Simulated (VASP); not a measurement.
# Sn (I4_1/amd) in VASP: notebook

Sn is run at these levels: PBEsol; tasks: single point.

Everything below comes from runs of VASP 6.6.1. Logs are shortened: lines on timing, memory, paths and dates and some standing lists are left out, and cuts for length are marked.

## Step 1: The cell of the first run

Symmetry: I4_1/amd, No. 141, tetragonal system. The conventional cell has a = 4.406 Å, b = 4.406 Å, c = 6.491 Å, α = 90.00°, β = 90.00°, γ = 90.00°. Sn (site symmetry -4m2) has 4 Sn at 2.74 Å within 3.6 Å.

## Step 2: Single point, PBEsol (strain -0.040 along x and y, +0.000 along z)

File INCAR:

```
SYSTEM = Sn
  PREC = Accurate
  ENCUT = 520
  EDIFF = 1E-7
  ISMEAR = 0
  SIGMA = 0.15
  LREAL = .False.
  LASPH = .True.
  NELM = 80
  ALGO = Fast
  ISIF = 2
  LWAVE = .False.
  LCHARG = .True.
  GGA = PS
  LELF = .True.
  LVHAR = .True.
  NBANDS = 21
```

File KPOINTS:

```
regular mesh
0
Gamma
  12 12 12
  0 0 0
```

File POSCAR:

```
Sn
1.0
    0.0000000000      3.1157760000      3.2456000000
    3.1157760000      0.0000000000      3.2456000000
    3.1157760000      3.1157760000      0.0000000000
Sn
2
Direct
    0.5000000000      0.5000000000      0.5000000000
    0.7500000000      0.7500000000      0.7500000000
```

Potentials or basis: VASP PAW PBE potentials, release 64 (Sn_d).

On the command line:

```sh
$ cat potpaw_PBE.64/Sn_d/POTCAR > POTCAR
$ mpirun -np 1 vasp_std > vasp.out
```

OUTCAR:

```text
SYSTEM = Sn
   PREC = Accurate
   ENCUT = 520
   EDIFF = 1E-7
   ISMEAR = 0
   LREAL = .False.
   LASPH = .True.
   NELM = 80
   ISIF = 2
   GGA = PS

 ion  position               nearest neighbor table
   1  0.500  0.500  0.500-   2 2.74   2 2.74   2 2.74   2 2.74
   2  0.750  0.750  0.750-   1 2.74   1 2.74   1 2.74   1 2.74

  LATTYP: Found a body centered tetragonal cell.
 ALAT       =     4.4063726765
 C/A-ratio  =     1.4731391275

  Lattice vectors:

 A1 = (  -3.1157760000,   0.0000000000,   3.2456000000)
 A2 = (   3.1157760000,   0.0000000000,   3.2456000000)
 A3 = (   0.0000000000,   3.1157760000,  -3.2456000000)

Analysis of symmetry for initial positions (statically):
=====================================================================
 Subroutine PRICEL returns:
 Original cell was already a primitive cell.

 Routine SETGRP: Setting up the symmetry group for a
 body centered tetragonal supercell.

 Subroutine GETGRP returns: Found 16 space group operations
 (whereof  8 operations were pure point group operations)
 out of a pool of 16 trial point group operations.

The static configuration has the point symmetry D_2d.
 The point group associated with its full space group is D_4h.

Analysis of symmetry for dynamics (positions and initial velocities):
=====================================================================
 Subroutine PRICEL returns:
 Original cell was already a primitive cell.

 Routine SETGRP: Setting up the symmetry group for a
 body centered tetragonal supercell.

 Subroutine GETGRP returns: Found 16 space group operations
 (whereof  8 operations were pure point group operations)
 out of a pool of 16 trial point group operations.

The dynamic configuration has the point symmetry D_2d.
 The point group associated with its full space group is D_4h.

 Subroutine INISYM returns: Found 16 space group operations
 (whereof  8 operations are pure point group operations),
 and found     1 'primitive' translations

----------------------------------------------------------------------------------------

                                     Primitive cell

  volume of cell :      63.0170

  direct lattice vectors                    reciprocal lattice vectors
     0.000000000  3.115776000  3.245600000    -0.160473667  0.160473667  0.154054720
     3.115776000  0.000000000  3.245600000     0.160473667 -0.160473667  0.154054720
     3.115776000  3.115776000  0.000000000     0.160473667  0.160473667 -0.154054720

  length of vectors
     4.499108739  4.499108739  4.406372677     0.274292640  0.274292640  0.274292640

  position of ions in fractional coordinates (direct lattice)
     0.500000000  0.500000000  0.500000000
     0.750000000  0.750000000  0.750000000

  ion indices of the primitive-cell ions
   primitive index   ion index
                 1           1
                 2           2

----------------------------------------------------------------------------------------

 KPOINTS: regular mesh

Automatic generation of k-mesh.
 Grid dimensions read from file:
 generate k-points for:   12   12   12

 Generating k-lattice:

  Cartesian coordinates                     Fractional coordinates (reciprocal lattice)
    -0.013372806  0.013372806  0.012837893     0.083333333 -0.000000000  0.000000000
     0.013372806 -0.013372806  0.012837893    -0.000000000  0.083333333  0.000000000
     0.013372806  0.013372806 -0.012837893     0.000000000  0.000000000  0.083333333

  Length of vectors
     0.022857720  0.022857720  0.022857720

  Shift w.r.t. Gamma in fractional coordinates (k-lattice)
     0.000000000  0.000000000  0.000000000

 Subroutine IBZKPT returns following result:
 ===========================================

 Found    163 irreducible k-points:

 Following reciprocal coordinates:
            Coordinates               Weight
  0.000000  0.000000  0.000000      1.000000
  0.083333  0.000000  0.000000      8.000000
  0.166667  0.000000  0.000000      8.000000
  0.250000 -0.000000  0.000000      8.000000
  0.333333  0.000000  0.000000      8.000000
  0.416667 -0.000000  0.000000      8.000000
[... 16 lines left out ...]
  0.500000  0.166667  0.000000      8.000000
 -0.416667  0.166667  0.000000      8.000000
 [... further k-points ...]
   k-points           NKPTS =    163   k-points in BZ     NKDIM =    163   number of bands    NBANDS=     21
   number of dos      NEDOS =    301   number of ions     NIONS =      2
   total plane-waves  NPLWV =  46656
   dimension x,y,z NGX =    36 NGY =   36 NGZ =   36
   dimension x,y,z NGXF=    72 NGYF=   72 NGZF=   72
   ions per type =               2
   NGX,Y,Z   is equivalent  to a cutoff of  13.30, 13.30, 13.58 a.u.
   NGXF,Y,Z  is equivalent  to a cutoff of  26.60, 26.60, 27.16 a.u.
 SYSTEM =  Sn
   PREC   = accura    normal or accurate (medium, high low for compatibility)
   ISTART =      0    job   : 0-new  1-cont  2-samecut
   ICHARG =      2    charge: 1-file 2-atom 10-const
   ISPIN  =      1    spin polarized calculation?
   LNONCOLLINEAR =      F non collinear calculations
   LSORBIT =      F    spin-orbit coupling
   LASPH  =      T    aspherical Exc in radial PAW
   ENCUT  =  520.0 eV  38.22 Ry    6.18 a.u.   8.37  8.37  8.19*2*pi/ulx,y,z
   NELM   =     80;   NELMIN=  2; NELMDL= -5     # of ELM steps
   EDIFF  = 0.1E-06   stopping-criterion for ELM
   LREAL  =      F    real-space projection
   EDIFFG = 0.1E-05   stopping-criterion for IOM
   NSW    =      0    number of steps for IOM
   IBRION =     -1    ionic relax: 0-MD 1-quasi-New 2-CG
   NFREE  =      0    steps in history (QN), initial steepest desc. (CG)
   ISIF   =      2    stress and relaxation
   ISYM   =      2    0-nonsym 1-usesym 2-fastsym
   POTIM  = 0.5000    time-step for ionic-motion
   TEBEG  =    0.0;   TEEND  =   0.0 temperature during run
   PSTRESS=    0.0 pullay stress
   NELECT =      28.0000    total number of electrons
   NUPDOWN=      -1.0000    fix difference up-down
   EMIN   =  10.00;   EMAX   =-10.00  energy-range for DOS
   EFERMI =   0.00;   METHOD = LEGACY
   ISMEAR =     0;   SIGMA  =   0.15  broadening in eV -4-tet -1-fermi 0-gaus
   EFERMI_NEDOS =   21; number of points for ismear=-14 and -15
   IALGO  =     68    algorithm
   IMIX   =      4    mixing-type and parameters
     AMIX     =   0.40;   BMIX     =  1.00
     AMIX_MAG =   1.60;   BMIX_MAG =  1.00
  volume/ion in A,a.u.               =      31.51       212.63
  Fermi-wavevector in a.u.,A,eV,Ry     =   1.249228  2.360699 21.232850  1.560570
  Thomas-Fermi vector in A             =   2.383278
   LORBIT       =      0    0 simple, 1 ext, 2 COOP (PROOUT), +10 PAW based schemes
   GGA     = PS    functional components
   LHFCALC =     F    Hartree Fock is set to
   AEXX    =    0.0000 exact exchange contribution
   IVDW    =     0    specifies the selected vdW correction
   LEPSILON=     F    determine dielectric tensor
   LRPA    =     F    only Hartree local field effects (RPA)
 non-spin polarized calculation
 RMM-DIIS sequential band-by-band and
 Gauss-broadening in eV      SIGMA  =   0.15
  energy-cutoff  :      520.00
  volume of cell :       63.02
 maximum number of plane-waves:      1721
 NGX is ok and might be reduce to    36
   NGX = 17   NGY = 17   NGZ = 17

 number of electron      28.0000002 magnetization

 Free energy of the ion-electron system (eV)
  ---------------------------------------------------
  ext. energy  EPLUGINS =         0.00000000
  ---------------------------------------------------
  free energy    TOTEN  =        -8.35118158 eV

  energy without entropy =       -8.34985202  energy(sigma->0) =       -8.35051680

 E-fermi :   6.4649     XC(G=0):  -9.4274

 val. band max:        6.4293420208   @ k =  -0.0833   0.0833   0.0000
 cond. band min:       6.4652698062   @ k =   0.5000  -0.0000   0.0000
 fundamental gap:      0.0359277855
 Fermi energy:         6.4648544814

 k-point     1 :       0.0000    0.0000    0.0000
  band No.  band energies     occupation
      1     -15.4055      2.00000
      2     -15.4055      2.00000
      3     -15.3841      2.00000
      4     -15.3312      2.00000
      5     -15.3206      2.00000
      6     -14.9607      2.00000
[... 13 lines left out ...]
     20      14.1488      0.00000
     21      14.1979      0.00000

 k-point     2 :       0.0833    0.0000    0.0000
  band No.  band energies     occupation
      1     -15.4124      2.00000
      2     -15.4062      2.00000
      3     -15.3894      2.00000
      4     -15.3200      2.00000
      5     -15.3115      2.00000
      6     -14.9678      2.00000
[... 13 lines left out ...]
     20      13.4672      0.00000
     21      14.0600      0.00000

 k-point     3 :       0.1667    0.0000    0.0000
  band No.  band energies     occupation
      1     -15.4262      2.00000
      2     -15.4131      2.00000
      3     -15.3903      2.00000
      4     -15.2982      2.00000
      5     -15.2922      2.00000
      6     -14.9825      2.00000
[... 13 lines left out ...]
     20      13.1471      0.00000
     21      13.5059      0.00000

 k-point     4 :       0.2500   -0.0000    0.0000
  band No.  band energies     occupation
      1     -15.4388      2.00000
      2     -15.4222      2.00000
      3     -15.3841      2.00000
      4     -15.2770      2.00000
      5     -15.2729      2.00000
      6     -14.9970      2.00000
[... 13 lines left out ...]
     20      13.2946      0.00000
     21      13.3908      0.00000

 k-point     5 :       0.3333    0.0000    0.0000
  band No.  band energies     occupation
      1     -15.4476      2.00000
      2     -15.4280      2.00000
      3     -15.3767      2.00000
      4     -15.2613      2.00000
      5     -15.2587      2.00000
      6     -15.0074      2.00000
[... 13 lines left out ...]
     20      13.7965      0.00000
     21      13.8992      0.00000
[... 382 lines left out ...]
     20      14.1509      0.00000
     21      14.9098      0.00000

 k-point    22 :       0.4167    0.1667    0.0000
  band No.  band energies     occupation
      1     -15.4643      2.00000
      2     -15.4548      2.00000
      3     -15.3643      2.00000
      4     -15.2412      2.00000
      5     -15.1954      2.00000
      6     -15.1048      2.00000
[... 13 lines left out ...]
     20      14.8780      0.00000
     21      15.4040      0.00000

 k-point    23 :       0.5000    0.1667    0.0000
  band No.  band energies     occupation
      1     -15.4685      2.00000
      2     -15.4611      2.00000
      3     -15.3446      2.00000
      4     -15.2260      2.00000
      5     -15.2015      2.00000
      6     -15.0934      2.00000
[... 13 lines left out ...]
     20      15.2454      0.00000
     21      15.4315      0.00000

 k-point    24 :      -0.4167    0.1667    0.0000
  band No.  band energies     occupation
      1     -15.4660      2.00000
      2     -15.4644      2.00000
      3     -15.3328      2.00000
      4     -15.2191      2.00000
      5     -15.2152      2.00000
      6     -15.0698      2.00000
[... 13 lines left out ...]
     20      14.3648      0.00000
     21      14.4695      0.00000

 [... further k-points ...]

------------------------ aborting loop because EDIFF is reached ----------------------------------------

  FORCE on cell =-STRESS in cart. coord.  units (eV):
  Direction    XX          YY          ZZ          XY          YZ          ZX
  --------------------------------------------------------------------------------------
  -------------------------------------------------------------------------------------
  Total        2.3327044      2.3327044      1.8052179      0.0000000     -0.0000000      0.0000000
  in kB       59.3079418     59.3079418     45.8968387      0.0000000     -0.0000000      0.0000000
  external PRESSURE =      54.8375741 kB  Pullay stress =       0.0000000 kB

 VOLUME and BASIS-vectors are now :
 -----------------------------------------------------------------------------
  energy-cutoff  :      520.00
  volume of cell :       63.02
      direct lattice vectors                 reciprocal lattice vectors
     0.000000000  3.115776000  3.245600000    -0.160473667  0.160473667  0.154054720
     3.115776000  0.000000000  3.245600000     0.160473667 -0.160473667  0.154054720
     3.115776000  3.115776000  0.000000000     0.160473667  0.160473667 -0.154054720

 POSITION                                       TOTAL-FORCE (eV/Angst)
 -----------------------------------------------------------------------------------
      3.11578      3.11578      3.24560         0.000000      0.000000      0.000000
      4.67366      4.67366      4.86840        -0.000000     -0.000000      0.000000
 -----------------------------------------------------------------------------------
    total drift:                                0.000000      0.000000      0.000000

  FREE ENERGIE OF THE ION-ELECTRON SYSTEM (eV)
  ---------------------------------------------------
  free  energy   TOTEN  =        -8.3511815819 eV

  energy  without entropy=       -8.3498520188  energy(sigma->0) =       -8.35051680
```

Wall time 1.9 min (1 thread of Intel Xeon 6975P-C (Granite Rapids), shared host); peak memory 0.32 GiB.

What came out:

```
Free energy            : -8.3512 eV
Pressure               : 5.5 GPa
Band gap on the k mesh : zero (band 14 reaches 6.57 eV, above the bottom of band 15 at 6.47 eV)
```

Stress tensor (GPa, compression positive):
```
5.93 0.00 0.00
0.00 5.93 0.00
0.00 0.00 4.59
```

Caveat: the cell differs from its parent crystal (strain -0.040 along x and y, +0.000 along z); the PAW data sets were made with another functional, which shifts forces and pressure a little; spin-orbit coupling is left out, which moves the levels of the heavy elements.

## Step 3: Single point, PBEsol (strain +0.000 along x and y, +0.040 along z)

File INCAR:

```
SYSTEM = Sn
ALGO = Fast
EDIFF = 1E-7
ENCUT = 520
GGA = PS
ISIF = 2
ISMEAR = 0
LASPH = .TRUE.
LCHARG = .FALSE.
LREAL = .FALSE.
LWAVE = .FALSE.
NBANDS = 21
NELM = 60
PREC = Accurate
SIGMA = 0.15
```

File KPOINTS:

```
k-points
0
G
  12 12 12
  0 0 0
```

File POSCAR:

```
Sn
1.0
    0.0000000000      3.2456000000      3.3754240000
    3.2456000000      0.0000000000      3.3754240000
    3.2456000000      3.2456000000      0.0000000000
Sn
2
Direct
    0.5000000000      0.5000000000      0.5000000000
    0.7500000000      0.7500000000      0.7500000000
```

Potentials or basis: VASP PAW PBE potentials, release 64 (Sn_d).

On the command line:

```sh
$ cat potpaw_PBE.64/Sn_d/POTCAR > POTCAR
$ mpirun -np 1 vasp_std > vasp.out
```

OUTCAR:

```text
SYSTEM = Sn
   EDIFF = 1E-7
   ENCUT = 520
   GGA = PS
   ISIF = 2
   ISMEAR = 0
   LASPH = .TRUE.
   LREAL = .FALSE.
   NELM = 60
   PREC = Accurate

 ion  position               nearest neighbor table
   1  0.500  0.500  0.500-   2 2.85   2 2.85   2 2.85   2 2.85
   2  0.750  0.750  0.750-   1 2.85   1 2.85   1 2.85   1 2.85

  LATTYP: Found a body centered tetragonal cell.
 ALAT       =     4.5899715380
 C/A-ratio  =     1.4707821049

  Lattice vectors:

 A1 = (  -3.2456000000,   0.0000000000,   3.3754240000)
 A2 = (   3.2456000000,   0.0000000000,   3.3754240000)
 A3 = (   0.0000000000,   3.2456000000,  -3.3754240000)

Analysis of symmetry for initial positions (statically):
=====================================================================
 Subroutine PRICEL returns:
 Original cell was already a primitive cell.

 Routine SETGRP: Setting up the symmetry group for a
 body centered tetragonal supercell.

 Subroutine GETGRP returns: Found 16 space group operations
 (whereof  8 operations were pure point group operations)
 out of a pool of 16 trial point group operations.

The static configuration has the point symmetry D_2d.
[... 156 lines left out ...]
 Free energy of the ion-electron system (eV)
  ---------------------------------------------------
  ext. energy  EPLUGINS =         0.00000000
  ---------------------------------------------------
  free energy    TOTEN  =        -8.45695146 eV

  energy without entropy =       -8.45492375  energy(sigma->0) =       -8.45593761

 E-fermi :   5.0596     XC(G=0):  -8.8945

 val. band max:        4.9862674870   @ k =   0.0000   0.0000   0.0000
 cond. band min:       5.0953496800   @ k =   0.3333  -0.0000   0.0000
 fundamental gap:      0.1090821930
 Fermi energy:         5.0596374667

 k-point     1 :       0.0000    0.0000    0.0000
  band No.  band energies     occupation
      1     -16.4538      2.00000
      2     -16.4538      2.00000
      3     -16.4410      2.00000
      4     -16.3962      2.00000
      5     -16.3926      2.00000
      6     -16.1298      2.00000
[... 565 lines left out ...]
     20      12.7831      0.00000
     21      12.8672      0.00000

 [... further k-points ...]
[... 5 lines left out ...]
  --------------------------------------------------------------------------------------
  -------------------------------------------------------------------------------------
  Total       -0.1417758     -0.1417758     -0.6877387      0.0000000      0.0000000      0.0000000
  in kB       -3.1942165     -3.1942165    -15.4947913      0.0000000      0.0000000      0.0000000
  external PRESSURE =      -7.2944081 kB  Pullay stress =       0.0000000 kB

 VOLUME and BASIS-vectors are now :
 -----------------------------------------------------------------------------
  energy-cutoff  :      520.00
  volume of cell :       71.11
      direct lattice vectors                 reciprocal lattice vectors
     0.000000000  3.245600000  3.375424000    -0.154054720  0.154054720  0.148129539
     3.245600000  0.000000000  3.375424000     0.154054720 -0.154054720  0.148129539
     3.245600000  3.245600000  0.000000000     0.154054720  0.154054720 -0.148129539

 POSITION                                       TOTAL-FORCE (eV/Angst)
 -----------------------------------------------------------------------------------
      3.24560      3.24560      3.37542         0.000000     -0.000000      0.000000
      4.86840      4.86840      5.06314        -0.000000      0.000000     -0.000000
 -----------------------------------------------------------------------------------
    total drift:                                0.000000      0.000000      0.000000

  FREE ENERGIE OF THE ION-ELECTRON SYSTEM (eV)
  ---------------------------------------------------
  free  energy   TOTEN  =        -8.4569514641 eV

  energy  without entropy=       -8.4549237490  energy(sigma->0) =       -8.45593761
```

Wall time 1.8 min (1 thread of Intel Xeon 6975P-C (Granite Rapids), shared host); peak memory 0.33 GiB.

What came out:

```
Free energy            : -8.4570 eV
Pressure               : -0.7 GPa
Band gap on the k mesh : zero (band 14 reaches 5.25 eV, above the bottom of band 15 at 4.92 eV)
```

Levels at points of the mesh, in eV from the Fermi level:
| k point | band 12 | band 13 | band 14 | band 15 | band 16 | band 17 |
| --- | --- | --- | --- | --- | --- | --- |
| (0.00, 0.00, 0.00) | -0.96 | -0.07 | 0.19 | 0.19 | 2.11 | 2.11 |
| (0.50, 0.00, 0.00) | -6.16 | -1.18 | -0.90 | -0.14 | 3.15 | 3.29 |
| (0.50, 0.50, 0.00) | -7.47 | -2.19 | -2.19 | 0.98 | 0.98 | 7.43 |
| (0.50, 0.00, 0.50) | -7.34 | -2.39 | -2.39 | 0.74 | 0.74 | 7.42 |

Caveat: the cell differs from its parent crystal (strain +0.000 along x and y, +0.040 along z); the PAW data sets were made with another functional, which shifts forces and pressure a little; spin-orbit coupling is left out, which moves the levels of the heavy elements.
